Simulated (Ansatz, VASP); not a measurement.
This is a calculation of SrV for VASP 6.6.1.

File INCAR:

```
SYSTEM = SrV
PREC = Accurate ; ENCUT = 520
EDIFF = 1E-6 ; ISMEAR = -1
SIGMA = 0.05 ; LREAL = .False.
LASPH = .True. ; NELM = 150
ALGO = Normal ; ISIF = 2
LWAVE = .False. ; LCHARG = .True.
ISPIN = 2 ; MAGMOM = 0 2
LORBIT = 11 ; LMAXMIX = 4
GGA = PE ; LELF = .True.
LVHAR = .True. ; NBANDS = 22
```

File KPOINTS:

```
regular mesh
0
Gamma
  8 8 8
  0 0 0
```

POSCAR

```
SrV
1.0
    0.0000000000      2.7957652800      2.7957652800
    2.7957652800      0.0000000000      2.7957652800
    2.7957652800      2.7957652800      0.0000000000
Sr V
1 1
Direct
    0.0000000000      0.0000000000      0.0000000000
    0.5000000000      0.5000000000      0.5000000000
```

Potentials or basis: VASP PAW PBE potentials, release 64 (Sr_sv, V_sv).

The run is started by

```bash
$ cat potpaw_PBE.64/Sr_sv/POTCAR potpaw_PBE.64/V_sv/POTCAR > POTCAR
$ mpirun -np 1 vasp_std > vasp.out
```

Q: Translate it to Ansatz 0.2.0. Potentials there: all-electron LAPW, scalar-relativistic.

A: As run (the cutoff follows the program's own potentials):

Contents of input.yaml:

```yaml
crystal:
  lattice:
    - [0.0, 2.79576528, 2.79576528]
    - [2.79576528, 0.0, 2.79576528]
    - [2.79576528, 2.79576528, 0.0]
  atoms:
    - { symbol: Sr, position: [0.0, 0.0, 0.0] }
    - { symbol: V, position: [0.5, 0.5, 0.5], spin: 2.0 }
kpoints:
  mp_grid: { grid: [8, 8, 8] }
scf:
  occupations: { method: fermi_dirac, width: 0.05 }
hamiltonian:
  xc: pbe
  pseudopotentials: { kind: all_electron, lapw: { basis_error: 0.0005 } }
magnetization:
  spin_polarized: true
output:
  forces: true
  stress: true
  eigenvalues: true
```

Potentials or basis: all-electron LAPW, scalar-relativistic.

Run with:

```bash
$ ansatz run input.yaml --threads 2 --pin off --max-ram 6144MiB --backend cpu --events-out ev --progress --plain --runs-dir out
```

Both were run:

|  | VASP | Ansatz | Ansatz less VASP |
| --- | --- | --- | --- |
| gap on the k mesh at the Fermi level (eV) | none | none | - |
| pressure (GPa) | 19.9 | 19.4 | -0.42 |
| net moment per atom (μB) | 1.51 | 1.51 | 0.000 |
| size of the moment on the site where the two differ most (μB) | 2.52 | 2.69 | +0.169 |

Site moments also hang on the region over which each program counts them. A gap of «none» marks a metal or a gap that the smearing closes. Ansatz ran all-electron here, and VASP with PAW potentials.
